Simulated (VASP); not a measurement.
Write the native input for VASP 6.6.1 that does the following.

* Task: single point
* Functional: PBE
* Dispersion: D4
* Potentials or basis: VASP PAW PBE potentials, release 64 (Cd, Te)
* Cutoff: 520 eV
* k mesh: 6 × 6 × 6
* Occupations: gaussian, width 0.05 eV
* Spin: no spin polarisation
* Dipole correction: no
* Further INCAR settings: ALGO = Normal; EDIFF = 1e-06; NBANDS = 16

The structure of CdTe lies in POSCAR:

```
CdTe
1.0
    0.0000000000      3.2049986979      3.2049986979
    3.2049986979      0.0000000000      3.2049986979
    3.2049986979      3.2049986979      0.0000000000
Cd Te
1 1
Direct
    0.0000000000      0.0000000000      0.0000000000
    0.2500000000      0.2500000000      0.2500000000
```

The input as run:

INCAR

```
PREC = Accurate
ENCUT = 520
EDIFF = 1E-6
ISMEAR = 0
SIGMA = 0.05
LREAL = False
LASPH = True
NELM = 100
ALGO = Normal
ISIF = 2
LWAVE = False
LCHARG = False
GGA = PE
IVDW = 13
NBANDS = 16
```

KPOINTS

```
regular mesh
0
Gamma
  6 6 6
```

Potentials or basis: VASP PAW PBE potentials, release 64 (Cd, Te).

Launch:

```console
$ cat potpaw_PBE.64/Cd/POTCAR potpaw_PBE.64/Te/POTCAR > POTCAR
$ mpirun -np 1 vasp_std > vasp.out
```

It gave:

```
Pressure                   : 2.4 GPa
Band gap on the k mesh     : 0.87 eV, direct
Dispersion energy per atom : -0.369 eV
```

Caveat: spin-orbit coupling is left out, which moves the levels of the heavy elements.

Wall time 37 s on 1 thread of Intel Xeon 6975P-C, with other jobs on the host, peak memory 0.21 GiB.
